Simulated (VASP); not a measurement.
# GePt (P4/nmm) in VASP: a series of runs

Runs on GePt. Level: PBE. Tasks: single point, relaxation of cell and atoms.

Everything below comes from runs of VASP 6.6.1. Logs are shortened: lines on timing, memory, paths and dates and some standing lists are left out, and cuts for length are marked.

## Step 1: The cell of the first run

Symmetry: P4/nmm, No. 129, tetragonal system. The conventional cell has a = 3.738 Å, b = 3.738 Å, c = 4.723 Å, α = 90.00°, β = 90.00°, γ = 90.00°. Within 2.9 Å of Ge (site symmetry 4mm) lie 4 Pt at 2.17 Å. Pt (site symmetry -4m2) has 4 Ge at 2.17 Å and 4 Pt at 2.64 Å within 2.9 Å.

## Step 2: Single point, PBE

INCAR

```
SYSTEM = GePt
ALGO = Normal ; EDIFF = 1E-7
ENCUT = 520 ; GGA = PE
ISIF = 2 ; ISMEAR = 0
LASPH = .TRUE. ; LCHARG = .FALSE.
LREAL = .FALSE. ; LWAVE = .FALSE.
NBANDS = 32 ; NELM = 80
PREC = Accurate ; SIGMA = 0.1
```

KPOINTS

```
k-points
0
G
  6 6 4
  0 0 0
```

POSCAR

```
GePt
1.0
    3.7376852845      0.0000000000      0.0000000000
    0.0000000000      3.7376852845      0.0000000000
    0.0000000000      0.0000000000      4.7228903730
Ge Pt
2 2
Direct
    0.0000000000      0.5000000000      0.2351000000
    0.5000000000      0.0000000000      0.7649000000
    0.0000000000      0.0000000000      0.0000000000
    0.5000000000      0.5000000000      0.0000000000
```

Potentials or basis: VASP PAW PBE potentials, release 64 (Ge_d, Pt).

Command:

```sh
> cat potpaw_PBE.64/Ge_d/POTCAR potpaw_PBE.64/Pt/POTCAR > POTCAR
> mpirun -np 1 vasp_std > vasp.out
```

OUTCAR:

```text
SYSTEM = GePt
   EDIFF = 1E-7
   ENCUT = 520
   GGA = PE
   ISIF = 2
   ISMEAR = 0
   LASPH = .TRUE.
   LREAL = .FALSE.
   NELM = 80
   PREC = Accurate

 ion  position               nearest neighbor table
   1  0.000  0.500  0.235-   3 2.17   4 2.17   3 2.17   4 2.17
   2  0.500  0.000  0.765-   3 2.17   4 2.17   4 2.17   3 2.17
   3  0.000  0.000  0.000-   1 2.17   2 2.17   1 2.17   2 2.17   4 2.64   4 2.64   4 2.64   4 2.64

   4  0.500  0.500  0.000-   1 2.17   2 2.17   2 2.17   1 2.17   3 2.64   3 2.64   3 2.64   3 2.64

  LATTYP: Found a simple tetragonal cell.
 ALAT       =     3.7376852845
 C/A-ratio  =     1.2635869565

  Lattice vectors:

 A1 = (   3.7376852845,   0.0000000000,   0.0000000000)
 A2 = (   0.0000000000,   3.7376852845,   0.0000000000)
 A3 = (   0.0000000000,   0.0000000000,   4.7228903730)

Analysis of symmetry for initial positions (statically):
=====================================================================
 Subroutine PRICEL returns:
 Original cell was already a primitive cell.

 Routine SETGRP: Setting up the symmetry group for a
 simple tetragonal supercell.

 Subroutine GETGRP returns: Found 16 space group operations
 (whereof  8 operations were pure point group operations)
 out of a pool of 16 trial point group operations.

The static configuration has the point symmetry D_2d.
 The point group associated with its full space group is D_4h.

Analysis of symmetry for dynamics (positions and initial velocities):
=====================================================================
 Subroutine PRICEL returns:
 Original cell was already a primitive cell.

 Routine SETGRP: Setting up the symmetry group for a
 simple tetragonal supercell.

 Subroutine GETGRP returns: Found 16 space group operations
 (whereof  8 operations were pure point group operations)
 out of a pool of 16 trial point group operations.

The dynamic configuration has the point symmetry D_2d.
 The point group associated with its full space group is D_4h.

 Subroutine INISYM returns: Found 16 space group operations
 (whereof  8 operations are pure point group operations),
 and found     1 'primitive' translations

----------------------------------------------------------------------------------------

[... 92 lines left out ...]
   LSORBIT =      F    spin-orbit coupling
   LASPH  =      T    aspherical Exc in radial PAW
   ENCUT  =  520.0 eV  38.22 Ry    6.18 a.u.   6.95  6.95  8.78*2*pi/ulx,y,z
   NELM   =     80;   NELMIN=  2; NELMDL= -5     # of ELM steps
   EDIFF  = 0.1E-06   stopping-criterion for ELM
   LREAL  =      F    real-space projection
   EDIFFG = 0.1E-05   stopping-criterion for IOM
   NSW    =      0    number of steps for IOM
   IBRION =     -1    ionic relax: 0-MD 1-quasi-New 2-CG
   NFREE  =      0    steps in history (QN), initial steepest desc. (CG)
   ISIF   =      2    stress and relaxation
   ISYM   =      2    0-nonsym 1-usesym 2-fastsym
   POTIM  = 0.5000    time-step for ionic-motion
   TEBEG  =    0.0;   TEEND  =   0.0 temperature during run
   PSTRESS=    0.0 pullay stress
   NELECT =      48.0000    total number of electrons
   NUPDOWN=      -1.0000    fix difference up-down
   EMIN   =  10.00;   EMAX   =-10.00  energy-range for DOS
   EFERMI =   0.00;   METHOD = LEGACY
   ISMEAR =     0;   SIGMA  =   0.10  broadening in eV -4-tet -1-fermi 0-gaus
   EFERMI_NEDOS =   21; number of points for ismear=-14 and -15
   IALGO  =     38    algorithm
   IMIX   =      4    mixing-type and parameters
     AMIX     =   0.40;   BMIX     =  1.00
     AMIX_MAG =   1.60;   BMIX_MAG =  1.00
  volume/ion in A,a.u.               =      16.50       111.31
  Fermi-wavevector in a.u.,A,eV,Ry     =   1.472372  2.782379 29.495777  2.167878
  Thomas-Fermi vector in A             =   2.587394
   LORBIT       =      0    0 simple, 1 ext, 2 COOP (PROOUT), +10 PAW based schemes
   GGA     = PE    functional components
   LHFCALC =     F    Hartree Fock is set to
   AEXX    =    0.0000 exact exchange contribution
   IVDW    =     0    specifies the selected vdW correction
   LEPSILON=     F    determine dielectric tensor
   LRPA    =     F    only Hartree local field effects (RPA)
 non-spin polarized calculation
 Gauss-broadening in eV      SIGMA  =   0.10
  energy-cutoff  :      520.00
  volume of cell :       65.98
 maximum number of plane-waves:      1796
 NGX is ok and might be reduce to    28
   NGX = 13   NGY = 13   NGZ = 17

 number of electron      47.9999991 magnetization

 Free energy of the ion-electron system (eV)
  ---------------------------------------------------
  ext. energy  EPLUGINS =         0.00000000
  ---------------------------------------------------
  free energy    TOTEN  =       -14.85262180 eV

  energy without entropy =      -14.84182622  energy(sigma->0) =      -14.84722401

 E-fermi :   9.5743     XC(G=0): -11.8965

 val. band max:        9.5396769353   @ k =   0.3333   0.3333   0.0000
 cond. band min:       9.6139497757   @ k =   0.1667   0.1667   0.0000
 fundamental gap:      0.0742728403
 Fermi energy:         9.5742883817

 k-point     1 :       0.0000    0.0000    0.0000
  band No.  band energies     occupation
      1     -15.6404      2.00000
      2     -15.6104      2.00000
      3     -15.5798      2.00000
      4     -15.5798      2.00000
      5     -15.5788      2.00000
      6     -15.5772      2.00000
[... 829 lines left out ...]
     31      18.8803      0.00000
     32      18.8803      0.00000

 [... further k-points ...]

------------------------ aborting loop because EDIFF is reached ----------------------------------------

  FORCE on cell =-STRESS in cart. coord.  units (eV):
  Direction    XX          YY          ZZ          XY          YZ          ZX
  --------------------------------------------------------------------------------------
  -------------------------------------------------------------------------------------
  Total       43.7176698     43.7176698     30.3581712      0.0000000     -0.0000000      0.0000000
  in kB     1061.5837488   1061.5837488    737.1788429      0.0000000     -0.0000000      0.0000000
  external PRESSURE =     953.4487802 kB  Pullay stress =       0.0000000 kB

 VOLUME and BASIS-vectors are now :
 -----------------------------------------------------------------------------
  energy-cutoff  :      520.00
  volume of cell :       65.98
      direct lattice vectors                 reciprocal lattice vectors
     3.737685284  0.000000000  0.000000000     0.267545265  0.000000000  0.000000000
     0.000000000  3.737685284  0.000000000     0.000000000  0.267545265  0.000000000
     0.000000000  0.000000000  4.722890373     0.000000000  0.000000000  0.211734747

 POSITION                                       TOTAL-FORCE (eV/Angst)
 -----------------------------------------------------------------------------------
      0.00000      1.86884      1.11035         0.000000      0.000000     12.790330
      1.86884      0.00000      3.61254        -0.000000      0.000000    -12.790330
      0.00000      0.00000      0.00000         0.000000      0.000000      0.000000
      1.86884      1.86884      0.00000         0.000000      0.000000      0.000000
 -----------------------------------------------------------------------------------
    total drift:                                0.000000      0.000000     -0.000000

  FREE ENERGIE OF THE ION-ELECTRON SYSTEM (eV)
  ---------------------------------------------------
  free  energy   TOTEN  =       -14.8526218008 eV

  energy  without entropy=      -14.8418262155  energy(sigma->0) =      -14.84722401
```

OSZICAR:

```text
N       E                     dE             d eps       ncg     rms          rms(c)
DAV:   1     0.482407323110E+03    0.48241E+03   -0.22730E+04  2528   0.386E+03
DAV:   2     0.544020303029E+02   -0.42801E+03   -0.40109E+03  1928   0.897E+02
DAV:   3    -0.130141511263E+02   -0.67416E+02   -0.65880E+02  2160   0.183E+02
DAV:   4    -0.161335379279E+02   -0.31194E+01   -0.31139E+01  2272   0.442E+01
DAV:   5    -0.162097771743E+02   -0.76239E-01   -0.76234E-01  2176   0.729E+00    0.316E+01
DAV:   6    -0.151284214502E+02    0.10814E+01   -0.26701E+00  2728   0.169E+01    0.172E+01
DAV:   7    -0.149045205779E+02    0.22390E+00   -0.34172E-01  2488   0.688E+00    0.553E+00
DAV:   8    -0.148539370479E+02    0.50584E-01   -0.70822E-02  2504   0.237E+00    0.537E-01
DAV:   9    -0.148527381560E+02    0.11989E-02   -0.62794E-03  2568   0.559E-01    0.156E-01
DAV:  10    -0.148526371202E+02    0.10104E-03   -0.14477E-03  2416   0.314E-01    0.499E-02
DAV:  11    -0.148526201842E+02    0.16936E-04   -0.95579E-05  2416   0.987E-02    0.264E-02
DAV:  12    -0.148526217630E+02   -0.15788E-05   -0.87888E-06  2488   0.264E-02    0.683E-03
DAV:  13    -0.148526218920E+02   -0.12905E-06   -0.64519E-07  2104   0.706E-03    0.239E-03
DAV:  14    -0.148526218008E+02    0.91264E-07   -0.16877E-07  1696   0.310E-03
   1 F= -.14852622E+02 E0= -.14847224E+02  d E =-.107956E-01
```

stdout:

```text
POSCAR found type information on POSCAR GePt
 POSCAR found :  2 types and       4 ions
 scaLAPACK will be used
 LDA part: xc-table for (Slater+PW92), standard interpolation
 POSCAR, INCAR and KPOINTS ok, starting setup
 FFT: planning ... GRIDC
 FFT: planning ... GRID_SOFT
 FFT: planning ... GRID
 WAVECAR not read
 entering main loop
```

Wall time 26 s (1 thread of Intel Xeon 6975P-C (Granite Rapids), shared host); peak memory 0.19 GiB.

Results:

```yaml
Free_energy: -14.8526 eV
Pressure: 95.3 GPa
Largest_force: 12.790 eV/Å
Band_gap_on_the_k_mesh: zero (bands 24 and 25 overlap by 1.40 eV)
```

Forces in eV/Å, atoms in the order of the input:
```
Ge    0.000   0.000  12.790
Ge    0.000   0.000 -12.790
Pt    0.000   0.000   0.000
Pt    0.000   0.000   0.000
```

Levels at points of the mesh, in eV from the Fermi level:
| k point | band 22 | band 23 | band 24 | band 25 | band 26 | band 27 |
| --- | --- | --- | --- | --- | --- | --- |
| (0.00, 0.00, 0.00) | -1.16 | -1.07 | -1.07 | -0.07 | 3.72 | 5.08 |
| (0.50, 0.00, 0.00) | -5.49 | -0.62 | -0.62 | 2.22 | 2.22 | 3.86 |
| (0.50, 0.50, 0.00) | -3.63 | -0.48 | -0.48 | -0.13 | -0.13 | 0.39 |
| (0.00, 0.00, 0.50) | -1.16 | -0.46 | -0.46 | 0.97 | 4.19 | 5.19 |
| (0.50, 0.00, 0.50) | -5.11 | -2.48 | -2.48 | 4.66 | 4.66 | 4.67 |
| (0.50, 0.50, 0.50) | -3.64 | -1.87 | -1.87 | -0.72 | -0.72 | 0.23 |

Caveat: the stress differs along the axes, from 74 to 106 GPa; spin-orbit coupling is left out, which moves the levels of the heavy elements; forces of over 1 eV/Å act on the atoms, so gaps and moduli don't describe the material at rest.

(Part 1 of 2 ends here.)

The gap in the log of VASP goes by the Fermi energy; the results here count the filled bands.